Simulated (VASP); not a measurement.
# SrTiO3 (P4mm) in VASP: a series of runs

The runs below take SrTiO3 through single point, with PBEsol.

Everything below comes from runs of VASP 6.6.1. Logs are shortened: lines on timing, memory, paths and dates and some standing lists are left out, and cuts for length are marked.

**1. The cell of the first run**

Symmetry: P4mm, No. 99, tetragonal system. Conventional cell: a = 3.891 Å, b = 3.891 Å, c = 3.891 Å, α = 90.00°, β = 90.00°, γ = 90.00°. Sr (site symmetry 4mm) has 12 O at 2.75 Å and 4 Ti at 3.06 Å within 3.6 Å. Ti (site symmetry 4mm) has 1 O at 1.35 Å within 1.8 Å. Within 1.8 Å of O (site symmetry 4mm) lie 1 Ti at 1.35 Å. O (site symmetry 2mm) has 2 Ti at 2.04 Å and 4 Sr at 2.75 Å and 8 O at 2.75 Å within 2.8 Å.

**2. Single point, PBEsol (atom 2 (Ti) moved -0.600 Å along Cartesian [1 0 0])**

The input, INCAR:

```
SYSTEM = SrTiO3
ALGO = Normal
EDIFF = 1E-6
ENCUT = 520
GGA = PS
ISIF = 2
ISMEAR = 0
LASPH = .True.
LCHARG = .False.
LREAL = .False.
LWAVE = .False.
NBANDS = 28
NELM = 100
PREC = Accurate
SIGMA = 0.05
```

The input, KPOINTS:

```
k-points
0
Gamma
  8 8 8
  0 0 0
```

The input, POSCAR:

```
SrTiO3
1.0
    3.8911201355      0.0000000000      0.0000000000
    0.0000000000      3.8911201355      0.0000000000
    0.0000000000      0.0000000000      3.8911201355
Sr Ti O
1 1 3
Direct
    0.0000000000      0.0000000000      0.0000000000
    0.3458027562      0.5000000000      0.5000000000
    0.0000000000      0.5000000000      0.5000000000
    0.5000000000      0.0000000000      0.5000000000
    0.5000000000      0.5000000000      0.0000000000
```

Potentials or basis: VASP PAW PBE potentials, release 64 (Sr_sv, Ti_sv, O).

Command:

```console
cat potpaw_PBE.64/Sr_sv/POTCAR potpaw_PBE.64/Ti_sv/POTCAR potpaw_PBE.64/O/POTCAR > POTCAR
mpirun -np 1 vasp_std > vasp.out
```

OUTCAR:

```text
SYSTEM = SrTiO3
   EDIFF = 1E-6
   ENCUT = 520
   GGA = PS
   ISIF = 2
   ISMEAR = 0
   LASPH = .True.
   LREAL = .False.
   NELM = 100
   PREC = Accurate

 ion  position               nearest neighbor table
   1  0.000  0.000  0.000-   3 2.75   4 2.75   5 2.75   3 2.75   4 2.75   3 2.75   5 2.75   3 2.75
                             4 2.75   5 2.75   4 2.75   5 2.75   2 3.06   2 3.06   2 3.06   2 3.06
   2  0.346  0.500  0.500-   3 1.35   4 2.04   5 2.04   5 2.04   4 2.04   1 3.06   1 3.06   1 3.06
                             1 3.06   1 3.75   1 3.75   1 3.75   1 3.75
   3  0.000  0.500  0.500-   2 1.35   1 2.75   1 2.75   1 2.75   1 2.75
   4  0.500  0.000  0.500-   2 2.04   2 2.04   1 2.75   1 2.75   1 2.75   1 2.75
   5  0.500  0.500  0.000-   2 2.04   2 2.04   1 2.75   1 2.75   1 2.75   1 2.75

  LATTYP: Found a simple cubic cell.
 ALAT       =     3.8911201355

  Lattice vectors:

 A1 = (   3.8911201355,   0.0000000000,   0.0000000000)
 A2 = (   0.0000000000,   3.8911201355,   0.0000000000)
 A3 = (   0.0000000000,   0.0000000000,   3.8911201355)

Analysis of symmetry for initial positions (statically):
=====================================================================
 Subroutine PRICEL returns:
 Original cell was already a primitive cell.

 Routine SETGRP: Setting up the symmetry group for a
 simple cubic supercell.

 Subroutine GETGRP returns: Found  8 space group operations
 (whereof  8 operations were pure point group operations)
 out of a pool of 48 trial point group operations.

The static configuration has the point symmetry C_4v.

Analysis of symmetry for dynamics (positions and initial velocities):
=====================================================================
 Subroutine PRICEL returns:
 Original cell was already a primitive cell.

 Routine SETGRP: Setting up the symmetry group for a
 simple cubic supercell.

 Subroutine GETGRP returns: Found  8 space group operations
 (whereof  8 operations were pure point group operations)
 out of a pool of 48 trial point group operations.

The dynamic configuration has the point symmetry C_4v.

 Subroutine INISYM returns: Found  8 space group operations
 (whereof  8 operations are pure point group operations),
 and found     1 'primitive' translations

[... 98 lines left out ...]
   ENCUT  =  520.0 eV  38.22 Ry    6.18 a.u.   7.23  7.23  7.23*2*pi/ulx,y,z
   NELM   =    100;   NELMIN=  2; NELMDL= -5     # of ELM steps
   EDIFF  = 0.1E-05   stopping-criterion for ELM
   LREAL  =      F    real-space projection
   EDIFFG = 0.1E-04   stopping-criterion for IOM
   NSW    =      0    number of steps for IOM
   IBRION =     -1    ionic relax: 0-MD 1-quasi-New 2-CG
   NFREE  =      0    steps in history (QN), initial steepest desc. (CG)
   ISIF   =      2    stress and relaxation
   ISYM   =      2    0-nonsym 1-usesym 2-fastsym
   POTIM  = 0.5000    time-step for ionic-motion
   TEBEG  =    0.0;   TEEND  =   0.0 temperature during run
   PSTRESS=    0.0 pullay stress
   NELECT =      40.0000    total number of electrons
   NUPDOWN=      -1.0000    fix difference up-down
   EMIN   =  10.00;   EMAX   =-10.00  energy-range for DOS
   EFERMI =   0.00;   METHOD = LEGACY
   ISMEAR =     0;   SIGMA  =   0.05  broadening in eV -4-tet -1-fermi 0-gaus
   EFERMI_NEDOS =   21; number of points for ismear=-14 and -15
   IALGO  =     38    algorithm
   IMIX   =      4    mixing-type and parameters
     AMIX     =   0.40;   BMIX     =  1.00
     AMIX_MAG =   1.60;   BMIX_MAG =  1.00
  volume/ion in A,a.u.               =      11.78        79.52
  Fermi-wavevector in a.u.,A,eV,Ry     =   1.438865  2.719061 28.168602  2.070334
  Thomas-Fermi vector in A             =   2.557785
   LORBIT       =      0    0 simple, 1 ext, 2 COOP (PROOUT), +10 PAW based schemes
   GGA     = PS    functional components
   LHFCALC =     F    Hartree Fock is set to
   AEXX    =    0.0000 exact exchange contribution
   IVDW    =     0    specifies the selected vdW correction
   LEPSILON=     F    determine dielectric tensor
   LRPA    =     F    only Hartree local field effects (RPA)
 non-spin polarized calculation
 Gauss-broadening in eV      SIGMA  =   0.05
  energy-cutoff  :      520.00
  volume of cell :       58.91
 maximum number of plane-waves:      1622
 NGX is ok and might be reduce to    30
   NGX = 15   NGY = 15   NGZ = 15

 number of electron      40.0000013 magnetization

 Free energy of the ion-electron system (eV)
  ---------------------------------------------------
  ext. energy  EPLUGINS =         0.00000000
  ---------------------------------------------------
  free energy    TOTEN  =       -35.97054931 eV

  energy without entropy =      -35.97054931  energy(sigma->0) =      -35.97054931

 E-fermi :   5.1434     XC(G=0): -11.5038

 val. band max:        4.8217565052   @ k =   0.5000   0.5000   0.5000
 cond. band min:       6.6046319850   @ k =   0.0000   0.0000   0.0000
 fundamental gap:      1.7828754798
 Fermi energy:         5.1434208948

 k-point     1 :       0.0000    0.0000    0.0000
  band No.  band energies     occupation
      1     -51.2392      2.00000
      2     -29.7643      2.00000
      3     -28.9068      2.00000
      4     -27.0454      2.00000
      5     -27.0454      2.00000
      6     -12.9722      2.00000
[... 733 lines left out ...]
     27      11.8888      0.00000
     28      12.5497      0.00000

 [... further k-points ...]

------------------------ aborting loop because EDIFF is reached ----------------------------------------

  FORCE on cell =-STRESS in cart. coord.  units (eV):
  Direction    XX          YY          ZZ          XY          YZ          ZX
  --------------------------------------------------------------------------------------
  -------------------------------------------------------------------------------------
  Total       44.2697228      2.6514417      2.6514417      0.0000000      0.0000000     -0.0000000
  in kB     1203.9084593     72.1055582     72.1055582      0.0000000      0.0000000     -0.0000000
  external PRESSURE =     449.3731919 kB  Pullay stress =       0.0000000 kB

 VOLUME and BASIS-vectors are now :
 -----------------------------------------------------------------------------
  energy-cutoff  :      520.00
  volume of cell :       58.91
      direct lattice vectors                 reciprocal lattice vectors
     3.891120136  0.000000000  0.000000000     0.256995406  0.000000000  0.000000000
     0.000000000  3.891120136  0.000000000     0.000000000  0.256995406  0.000000000
     0.000000000  0.000000000  3.891120136     0.000000000  0.000000000  0.256995406

 POSITION                                       TOTAL-FORCE (eV/Angst)
 -----------------------------------------------------------------------------------
      0.00000      0.00000      0.00000        -1.797727      0.000000     -0.000000
      1.34556      1.94556      1.94556        39.265546     -0.000000      0.000000
      0.00000      1.94556      1.94556       -34.383267      0.000000     -0.000000
      1.94556      0.00000      1.94556        -1.542276      0.000000     -0.000000
      1.94556      1.94556      0.00000        -1.542276      0.000000     -0.000000
 -----------------------------------------------------------------------------------
    total drift:                               -0.001349      0.000000     -0.000002

  FREE ENERGIE OF THE ION-ELECTRON SYSTEM (eV)
  ---------------------------------------------------
  free  energy   TOTEN  =       -35.9705493150 eV

  energy  without entropy=      -35.9705493150  energy(sigma->0) =      -35.97054931
```

Run time: 3 min. Hardware: 1 thread of Intel Xeon 8259CL, shared host; peak memory 0.26 GiB.

Results:

| Item | Value |
| --- | --- |
| Free energy | -35.9705 eV |
| Pressure | 44.9 GPa |
| Largest force | 39.266 eV/Å |
| Band gap on the k mesh | 1.78 eV (least direct gap 2.49 eV) |

Forces in eV/Å, atoms in the order of the input:
```
Sr   -1.798   0.000   0.000
Ti   39.266   0.000   0.000
O   -34.383   0.000   0.000
O    -1.542   0.000   0.000
O    -1.542   0.000   0.000
```

Caveat: the cell differs from its parent crystal (atom 2 (Ti) moved -0.600 Å along Cartesian [1 0 0]); atoms lie so close that the PAW spheres overlap strongly, which falsifies energies and pressures; the cell stands under pressure; the PAW data sets were made with another functional, which shifts forces and pressure a little.

**3. Single point, PBEsol (atom 2 (Ti) moved +0.480 Å along Cartesian [1 0 0])**

The input, INCAR:

```
SYSTEM = SrTiO3
ALGO = Normal ; EDIFF = 1E-6
ENCUT = 520 ; GGA = PS
ISIF = 2 ; ISMEAR = 0
LASPH = .TRUE. ; LCHARG = .FALSE.
LREAL = .FALSE. ; LWAVE = .FALSE.
NBANDS = 28 ; NELM = 60
PREC = Accurate ; SIGMA = 0.05
```

The input, KPOINTS:

```
k-points
0
G
  8 8 8
  0 0 0
```

POSCAR, as its differences from that of step 2:

```diff
@@ -9,3 +9,3 @@
     0.0000000000      0.0000000000      0.0000000000
-    0.3458027562      0.5000000000      0.5000000000
+    0.6233577950      0.5000000000      0.5000000000
     0.0000000000      0.5000000000      0.5000000000
```

Potentials or basis: VASP PAW PBE potentials, release 64 (Sr_sv, Ti_sv, O).

Command:

```console
cat potpaw_PBE.64/Sr_sv/POTCAR potpaw_PBE.64/Ti_sv/POTCAR potpaw_PBE.64/O/POTCAR > POTCAR
mpirun -np 1 vasp_std > vasp.out
```

OUTCAR:

```text
SYSTEM = SrTiO3
   EDIFF = 1E-6
   ENCUT = 520
   GGA = PS
   ISIF = 2
   ISMEAR = 0
   LASPH = .TRUE.
   LREAL = .FALSE.
   NELM = 60
   PREC = Accurate

 ion  position               nearest neighbor table
   1  0.000  0.000  0.000-   3 2.75   4 2.75   5 2.75   3 2.75   4 2.75   3 2.75   5 2.75   3 2.75
                             4 2.75   5 2.75   4 2.75   5 2.75   2 3.12   2 3.12   2 3.12   2 3.12
   2  0.623  0.500  0.500-   3 1.47   4 2.00   5 2.00   5 2.00   4 2.00   3 2.43   1 3.12   1 3.12
[... 953 lines left out ...]
  -------------------------------------------------------------------------------------
  Total       23.6960176      1.5275369      1.5275369      0.0000000      0.0000000      0.0000000
  in kB      644.4096396     41.5411358     41.5411358      0.0000000      0.0000000      0.0000000
  external PRESSURE =     242.4973037 kB  Pullay stress =       0.0000000 kB

 VOLUME and BASIS-vectors are now :
 -----------------------------------------------------------------------------
  energy-cutoff  :      520.00
  volume of cell :       58.91
      direct lattice vectors                 reciprocal lattice vectors
     3.891120136  0.000000000  0.000000000     0.256995406  0.000000000  0.000000000
     0.000000000  3.891120136  0.000000000     0.000000000  0.256995406  0.000000000
     0.000000000  0.000000000  3.891120136     0.000000000  0.000000000  0.256995406

 POSITION                                       TOTAL-FORCE (eV/Angst)
 -----------------------------------------------------------------------------------
      0.00000      0.00000      0.00000         1.492622     -0.000000      0.000000
      2.42556      1.94556      1.94556       -19.845844     -0.000000     -0.000000
      0.00000      1.94556      1.94556        16.284136     -0.000000      0.000000
      1.94556      0.00000      1.94556         1.034543     -0.000000      0.000000
      1.94556      1.94556      0.00000         1.034543      0.000000      0.000000
 -----------------------------------------------------------------------------------
    total drift:                               -0.000590      0.000000      0.000001

  FREE ENERGIE OF THE ION-ELECTRON SYSTEM (eV)
  ---------------------------------------------------
  free  energy   TOTEN  =       -39.4069472831 eV

  energy  without entropy=      -39.4069472831  energy(sigma->0) =      -39.40694728
```

Run time: 3 min. Hardware: 1 thread of Intel Xeon 8259CL, shared host; peak memory 0.26 GiB.

Results:

```
Free energy            : -39.4069 eV
Pressure               : 24.2 GPa
Largest force          : 19.846 eV/Å
Band gap on the k mesh : 1.88 eV (least direct gap 2.62 eV)
```

Forces on the atoms (eV/Å):
```
Sr    1.493   0.000   0.000
Ti  -19.846   0.000   0.000
O    16.284   0.000   0.000
O     1.035   0.000   0.000
O     1.035   0.000   0.000
```

Stress tensor (GPa, compression positive):
```
64.44  0.00  0.00
 0.00  4.15  0.00
 0.00  0.00  4.15
```

Caveat: the cell differs from its parent crystal (atom 2 (Ti) moved +0.480 Å along Cartesian [1 0 0]); atoms lie so close that the PAW spheres overlap strongly, which falsifies energies and pressures; the cell stands under pressure; the PAW data sets were made with another functional, which shifts forces and pressure a little.
